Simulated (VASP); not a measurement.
A run of VASP 6.6.1 is set up as follows.

Contents of INCAR:

```
  ALGO = Normal
  EDIFF = 1E-7
  EDIFFG = -0.005
  ENCUT = 600
  GGA = PS
  IBRION = 2
  ISIF = 3
  ISMEAR = 0
  LASPH = T
  LCHARG = F
  LREAL = F
  LWAVE = F
  NELM = 100
  NSW = 100
  PREC = Accurate
  SIGMA = 0.02
```

KPOINTS

```
k-points
0
Gamma
  8 8 8
```

File POSCAR:

```
GaP
1.0
    0.0000000000      2.7258124900      2.7258124900
    2.7258124900      0.0000000000      2.7258124900
    2.7258124900      2.7258124900      0.0000000000
Ga P
1 1
Direct
    0.0000000000      0.0000000000      0.0000000000
    0.7500000000      0.7500000000      0.7500000000
```

Potentials or basis: VASP PAW PBE potentials, release 64 (Ga_d, P).

The run is started by

```console
$ cat potpaw_PBE.64/Ga_d/POTCAR potpaw_PBE.64/P/POTCAR > POTCAR
$ mpirun -np 1 vasp_std > vasp.out
```

**Question.** Estimate the band gap on the k mesh.

**Answer.** 1.50 eV, indirect (least direct gap 1.81 eV).

**Question.** Estimate the space group after relaxing (to 0.05 Å).

**Answer.** F-43m (No. 216).

**Question.** Predict the relaxed volume.

**Answer.** 20.09 Å³/atom.

Final structure:
```
Ga P
1.0
     0.00000    2.71839    2.71839
     2.71839    0.00000    2.71839
     2.71839    2.71839    0.00000
Ga P
1 1
Direct
  0.00000 0.00000 0.00000
  0.75000 0.75000 0.75000
```

Caveat: the PAW data sets were made with another functional, which shifts forces and pressure a little. As with any semilocal functional, this PBEsol gap is likely too small.
